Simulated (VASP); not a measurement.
# B3C (Pm-3n) in VASP: a series of runs

B3C is run at these levels: PBE; tasks: single point, relaxation of cell and atoms.

Program: VASP 6.6.1. These are calculated values, not measurements. Logs are shortened: lines on timing, memory, paths and dates and some standing lists are left out, and cuts for length are marked.

**1. The cell of the first run**

It takes space group Pm-3n (No. 223, cubic). The conventional cell has a = 3.715 Å, b = 3.715 Å, c = 3.715 Å, α = 90.00°, β = 90.00°, γ = 90.00°. Within 2.5 Å of B (site symmetry -4m2) lie 10 B at 1.86 to 2.27 Å and 4 C at 2.08 Å. C (site symmetry m-3) has 12 B at 2.08 Å within 2.7 Å.

**2. Single point, PBE**

INCAR

```
  PREC = Accurate
  ENCUT = 520
  EDIFF = 1E-6
  ISMEAR = 0
  SIGMA = 0.1
  LREAL = False
  LASPH = True
  NELM = 80
  ALGO = Normal
  ISIF = 2
  LWAVE = False
  LCHARG = True
  GGA = PE
  LELF = True
  LVHAR = True
  NBANDS = 23
```

KPOINTS

```
regular mesh
0
Gamma
  10 10 10
```

POSCAR

```
B3C
1.0
    3.7149992649      0.0000000000      0.0000000000
    0.0000000000      3.7149992649      0.0000000000
    0.0000000000      0.0000000000      3.7149992649
B C
6 2
Direct
    0.2500000000      0.5000000000      0.0000000000
    0.7500000000      0.5000000000      0.0000000000
    0.0000000000      0.2500000000      0.5000000000
    0.0000000000      0.7500000000      0.5000000000
    0.5000000000      0.0000000000      0.2500000000
    0.5000000000      0.0000000000      0.7500000000
    0.0000000000      0.0000000000      0.0000000000
    0.5000000000      0.5000000000      0.5000000000
```

Potentials or basis: VASP PAW PBE potentials, release 64 (B, C).

Started as:

```console
$ cat potpaw_PBE.64/B/POTCAR potpaw_PBE.64/C/POTCAR > POTCAR
$ mpirun -np 1 vasp_std > vasp.out
```

OUTCAR:

```text
PREC = Accurate
   ENCUT = 520
   EDIFF = 1E-6
   ISMEAR = 0
   LREAL = False
   LASPH = True
   NELM = 80
   ISIF = 2
   GGA = PE

 ion  position               nearest neighbor table
   1  0.250  0.500  0.000-   2 1.86   2 1.86   8 2.08   8 2.08   7 2.08   7 2.08
   2  0.750  0.500  0.000-   1 1.86   1 1.86   8 2.08   8 2.08   7 2.08   7 2.08
   3  0.000  0.250  0.500-   4 1.86   4 1.86   8 2.08   7 2.08   7 2.08   8 2.08
   4  0.000  0.750  0.500-   3 1.86   3 1.86   8 2.08   7 2.08   7 2.08   8 2.08
   5  0.500  0.000  0.250-   6 1.86   6 1.86   8 2.08   7 2.08   8 2.08   7 2.08
   6  0.500  0.000  0.750-   5 1.86   5 1.86   8 2.08   7 2.08   8 2.08   7 2.08
   7  0.000  0.000  0.000-   1 2.08   2 2.08   3 2.08   4 2.08   5 2.08   6 2.08   3 2.08   4 2.08
                             1 2.08   2 2.08   5 2.08   6 2.08
   8  0.500  0.500  0.500-   1 2.08   2 2.08   3 2.08   4 2.08   5 2.08   6 2.08   1 2.08   2 2.08
                             5 2.08   6 2.08   3 2.08   4 2.08

  LATTYP: Found a simple cubic cell.
 ALAT       =     3.7149992649

  Lattice vectors:

 A1 = (   3.7149992649,   0.0000000000,   0.0000000000)
 A2 = (   0.0000000000,   3.7149992649,   0.0000000000)
 A3 = (   0.0000000000,   0.0000000000,   3.7149992649)

Analysis of symmetry for initial positions (statically):
=====================================================================
 Subroutine PRICEL returns:
 Original cell was already a primitive cell.

 Routine SETGRP: Setting up the symmetry group for a
 simple cubic supercell.

 Subroutine GETGRP returns: Found 48 space group operations
 (whereof 24 operations were pure point group operations)
 out of a pool of 48 trial point group operations.

The static configuration has the point symmetry T_h .
 The point group associated with its full space group is O_h .

Analysis of symmetry for dynamics (positions and initial velocities):
=====================================================================
 Subroutine PRICEL returns:
 Original cell was already a primitive cell.

 Routine SETGRP: Setting up the symmetry group for a
 simple cubic supercell.

 Subroutine GETGRP returns: Found 48 space group operations
 (whereof 24 operations were pure point group operations)
 out of a pool of 48 trial point group operations.

The dynamic configuration has the point symmetry T_h .
 The point group associated with its full space group is O_h .

 Subroutine INISYM returns: Found 48 space group operations
 (whereof 24 operations are pure point group operations),
 and found     1 'primitive' translations

----------------------------------------------------------------------------------------

                                     Primitive cell

  volume of cell :      51.2715

  direct lattice vectors                    reciprocal lattice vectors
     3.714999265  0.000000000  0.000000000     0.269179057  0.000000000  0.000000000
     0.000000000  3.714999265  0.000000000     0.000000000  0.269179057  0.000000000
     0.000000000  0.000000000  3.714999265     0.000000000  0.000000000  0.269179057

  length of vectors
     3.714999265  3.714999265  3.714999265     0.269179057  0.269179057  0.269179057

  position of ions in fractional coordinates (direct lattice)
     0.250000000  0.500000000  0.000000000
     0.750000000  0.500000000  0.000000000
     0.000000000  0.250000000  0.500000000
     0.000000000  0.750000000  0.500000000
     0.500000000  0.000000000  0.250000000
     0.500000000  0.000000000  0.750000000
     0.000000000  0.000000000  0.000000000
     0.500000000  0.500000000  0.500000000

  ion indices of the primitive-cell ions
   primitive index   ion index
                 1           1
                 2           2
                 3           3
                 4           4
                 5           5
                 6           6
                 7           7
                 8           8

----------------------------------------------------------------------------------------

 KPOINTS: regular mesh

Automatic generation of k-mesh.
 Grid dimensions read from file:
 generate k-points for:   10   10   10

 Generating k-lattice:

  Cartesian coordinates                     Fractional coordinates (reciprocal lattice)
     0.026917906  0.000000000  0.000000000     0.100000000  0.000000000  0.000000000
     0.000000000  0.026917906  0.000000000     0.000000000  0.100000000  0.000000000
     0.000000000  0.000000000  0.026917906     0.000000000  0.000000000  0.100000000

  Length of vectors
     0.026917906  0.026917906  0.026917906

  Shift w.r.t. Gamma in fractional coordinates (k-lattice)
     0.000000000  0.000000000  0.000000000

 Subroutine IBZKPT returns following result:
 ===========================================

 Found     56 irreducible k-points:

 Following reciprocal coordinates:
            Coordinates               Weight
  0.000000  0.000000  0.000000      1.000000
  0.100000  0.000000  0.000000      6.000000
  0.200000  0.000000  0.000000      6.000000
  0.300000  0.000000  0.000000      6.000000
  0.400000  0.000000  0.000000      6.000000
  0.500000  0.000000  0.000000      3.000000
[... 16 lines left out ...]
  0.200000  0.100000  0.100000     24.000000
  0.300000  0.100000  0.100000     24.000000
 [... further k-points ...]
   k-points           NKPTS =     56   k-points in BZ     NKDIM =     56   number of bands    NBANDS=     23
   number of dos      NEDOS =    301   number of ions     NIONS =      8
   total plane-waves  NPLWV =  21952
   dimension x,y,z NGX =    28 NGY =   28 NGZ =   28
   dimension x,y,z NGXF=    56 NGYF=   56 NGZF=   56
   ions per type =               6   2
   NGX,Y,Z   is equivalent  to a cutoff of  12.53, 12.53, 12.53 a.u.
   NGXF,Y,Z  is equivalent  to a cutoff of  25.06, 25.06, 25.06 a.u.
 SYSTEM =  unknown system
   PREC   = accura    normal or accurate (medium, high low for compatibility)
   ISTART =      0    job   : 0-new  1-cont  2-samecut
   ICHARG =      2    charge: 1-file 2-atom 10-const
   ISPIN  =      1    spin polarized calculation?
   LNONCOLLINEAR =      F non collinear calculations
   LSORBIT =      F    spin-orbit coupling
   LASPH  =      T    aspherical Exc in radial PAW
   ENCUT  =  520.0 eV  38.22 Ry    6.18 a.u.   6.91  6.91  6.91*2*pi/ulx,y,z
   NELM   =     80;   NELMIN=  2; NELMDL= -5     # of ELM steps
   EDIFF  = 0.1E-05   stopping-criterion for ELM
   LREAL  =      F    real-space projection
   EDIFFG = 0.1E-04   stopping-criterion for IOM
   NSW    =      0    number of steps for IOM
   IBRION =     -1    ionic relax: 0-MD 1-quasi-New 2-CG
   NFREE  =      0    steps in history (QN), initial steepest desc. (CG)
   ISIF   =      2    stress and relaxation
   ISYM   =      2    0-nonsym 1-usesym 2-fastsym
   POTIM  = 0.5000    time-step for ionic-motion
   TEBEG  =    0.0;   TEEND  =   0.0 temperature during run
   PSTRESS=    0.0 pullay stress
   NELECT =      26.0000    total number of electrons
   NUPDOWN=      -1.0000    fix difference up-down
   EMIN   =  10.00;   EMAX   =-10.00  energy-range for DOS
   EFERMI =   0.00;   METHOD = LEGACY
   ISMEAR =     0;   SIGMA  =   0.10  broadening in eV -4-tet -1-fermi 0-gaus
   EFERMI_NEDOS =   21; number of points for ismear=-14 and -15
   IALGO  =     38    algorithm
   IMIX   =      4    mixing-type and parameters
     AMIX     =   0.40;   BMIX     =  1.00
     AMIX_MAG =   1.60;   BMIX_MAG =  1.00
  volume/ion in A,a.u.               =       6.41        43.25
  Fermi-wavevector in a.u.,A,eV,Ry     =   1.305491  2.467020 23.188501  1.704307
  Thomas-Fermi vector in A             =   2.436356
   LORBIT       =      0    0 simple, 1 ext, 2 COOP (PROOUT), +10 PAW based schemes
   GGA     = PE    functional components
   LHFCALC =     F    Hartree Fock is set to
   AEXX    =    0.0000 exact exchange contribution
   IVDW    =     0    specifies the selected vdW correction
   LEPSILON=     F    determine dielectric tensor
   LRPA    =     F    only Hartree local field effects (RPA)
 non-spin polarized calculation
 Gauss-broadening in eV      SIGMA  =   0.10
  energy-cutoff  :      520.00
  volume of cell :       51.27
 maximum number of plane-waves:      1406
 NGX is ok and might be reduce to    28
   NGX = 13   NGY = 13   NGZ = 13

 number of electron      26.0000000 magnetization

 Free energy of the ion-electron system (eV)
  ---------------------------------------------------
  ext. energy  EPLUGINS =         0.00000000
  ---------------------------------------------------
  free energy    TOTEN  =       -39.71602834 eV

  energy without entropy =      -39.69848303  energy(sigma->0) =      -39.70725569

 E-fermi :   9.7698     XC(G=0): -12.8157

 val. band max:        9.7655352144   @ k =   0.5000   0.5000   0.3000
 cond. band min:       9.7769032808   @ k =   0.3000   0.2000   0.2000
 fundamental gap:      0.0113680664
 Fermi energy:         9.7698183849

 k-point     1 :       0.0000    0.0000    0.0000
  band No.  band energies     occupation
      1      -9.4592      2.00000
      2      -2.8021      2.00000
      3      -0.6315      2.00000
      4      -0.6315      2.00000
      5      -0.6315      2.00000
      6       0.4990      2.00000
[... 15 lines left out ...]
     22      16.0023      0.00000
     23      16.0023      0.00000

 k-point     2 :       0.1000    0.0000    0.0000
  band No.  band energies     occupation
      1      -9.3722      2.00000
      2      -3.1948      2.00000
      3      -1.0519      2.00000
      4      -0.5451      2.00000
      5      -0.5451      2.00000
      6       0.5550      2.00000
[... 15 lines left out ...]
     22      15.2030      0.00000
     23      15.6923      0.00000

 k-point     3 :       0.2000    0.0000    0.0000
  band No.  band energies     occupation
      1      -9.1114      2.00000
      2      -4.1888      2.00000
      3      -1.1244      2.00000
      4      -0.2890      2.00000
      5      -0.2890      2.00000
      6       0.7029      2.00000
[... 15 lines left out ...]
     22      14.5608      0.00000
     23      14.9144      0.00000
[... 495 lines left out ...]
 k-point    23 :       0.2000    0.1000    0.1000
  band No.  band energies     occupation
      1      -8.9381      2.00000
      2      -4.1677      2.00000
      3      -2.0291      2.00000
      4      -1.3169      2.00000
      5       0.9934      2.00000
      6       1.7161      2.00000
[... 15 lines left out ...]
     22      14.9310      0.00000
     23      15.8442      0.00000

 k-point    24 :       0.3000    0.1000    0.1000
  band No.  band energies     occupation
      1      -8.5059      2.00000
      2      -5.1938      2.00000
      3      -1.8366      2.00000
      4      -0.9117      2.00000
      5       1.1356      2.00000
      6       1.2338      2.00000
[... 15 lines left out ...]
     22      15.5973      0.00000
     23      15.8044      0.00000

 [... further k-points ...]
[... 5 lines left out ...]
  --------------------------------------------------------------------------------------
  -------------------------------------------------------------------------------------
  Total       -0.0113581     -0.0113581     -0.0113581      0.0000000     -0.0000000     -0.0000000
  in kB       -0.3549274     -0.3549274     -0.3549274      0.0000000     -0.0000000     -0.0000000
  external PRESSURE =      -0.3549274 kB  Pullay stress =       0.0000000 kB

 VOLUME and BASIS-vectors are now :
 -----------------------------------------------------------------------------
  energy-cutoff  :      520.00
  volume of cell :       51.27
      direct lattice vectors                 reciprocal lattice vectors
     3.714999265  0.000000000  0.000000000     0.269179057  0.000000000  0.000000000
     0.000000000  3.714999265  0.000000000     0.000000000  0.269179057  0.000000000
     0.000000000  0.000000000  3.714999265     0.000000000  0.000000000  0.269179057

 POSITION                                       TOTAL-FORCE (eV/Angst)
 -----------------------------------------------------------------------------------
      0.92875      1.85750      0.00000         0.000000      0.000000      0.000000
      2.78625      1.85750      0.00000        -0.000000      0.000000     -0.000000
      0.00000      0.92875      1.85750         0.000000     -0.000000      0.000000
      0.00000      2.78625      1.85750         0.000000      0.000000      0.000000
      1.85750      0.00000      0.92875        -0.000000     -0.000000      0.000000
      1.85750      0.00000      2.78625         0.000000     -0.000000     -0.000000
      0.00000      0.00000      0.00000        -0.000000     -0.000000     -0.000000
      1.85750      1.85750      1.85750        -0.000000     -0.000000     -0.000000
 -----------------------------------------------------------------------------------
    total drift:                                0.000000      0.000000      0.000000

  FREE ENERGIE OF THE ION-ELECTRON SYSTEM (eV)
  ---------------------------------------------------
  free  energy   TOTEN  =       -39.7160283410 eV

  energy  without entropy=      -39.6984830305  energy(sigma->0) =      -39.70725569
```

Wall time 22 s (1 thread of Intel Xeon Platinum 8559C (Emerald Rapids), shared host); peak memory 0.18 GiB.

What came out:

```yaml
Free_energy: -39.7160 eV
Pressure: 0.0 GPa
Band_gap_on_the_k_mesh: zero (band 13 reaches 12.53 eV, above the bottom of band 14 at 8.97 eV)
```

**3. Single point, PBE**

INCAR

```
SYSTEM = B3C
ALGO = Normal
EDIFF = 1E-6
ENCUT = 520
GGA = PE
ISIF = 2
ISMEAR = 0
LASPH = .True.
LCHARG = .False.
LREAL = .False.
LWAVE = .False.
NBANDS = 23
NELM = 100
PREC = Accurate
SIGMA = 0.1
```

KPOINTS

```
k-points
0
Gamma
  10 10 10
  0 0 0
```

POSCAR is that of step 2.

Potentials or basis: VASP PAW PBE potentials, release 64 (B, C).

Started as:

```console
$ cat potpaw_PBE.64/B/POTCAR potpaw_PBE.64/C/POTCAR > POTCAR
$ mpirun -np 1 vasp_std > vasp.out
```

Run time: 21 s. Hardware: 1 thread of Intel Xeon Platinum 8559C (Emerald Rapids), shared host; peak memory 0.18 GiB.

Results (log left out):

```yaml
Free_energy: -39.7160 eV
Pressure: 0.0 GPa
Band_gap_on_the_k_mesh: zero (band 13 reaches 12.53 eV, above the bottom of band 14 at 8.97 eV)
```

Levels at points of the mesh, in eV from the Fermi level:
```
           k point  band 11  band 12  band 13  band 14  band 15  band 16
(0.00, 0.00, 0.00)    -2.30    -2.30    -2.26    -0.02    -0.02    -0.02
(0.50, 0.00, 0.00)    -1.30    -1.30     0.19     0.19     1.52     1.52
(0.50, 0.50, 0.00)    -5.08    -1.32     1.34     1.96     2.27     2.27
(0.50, 0.50, 0.50)     2.76     2.76     2.76     2.76     3.69     3.69
```

[end of part 1 of 2]
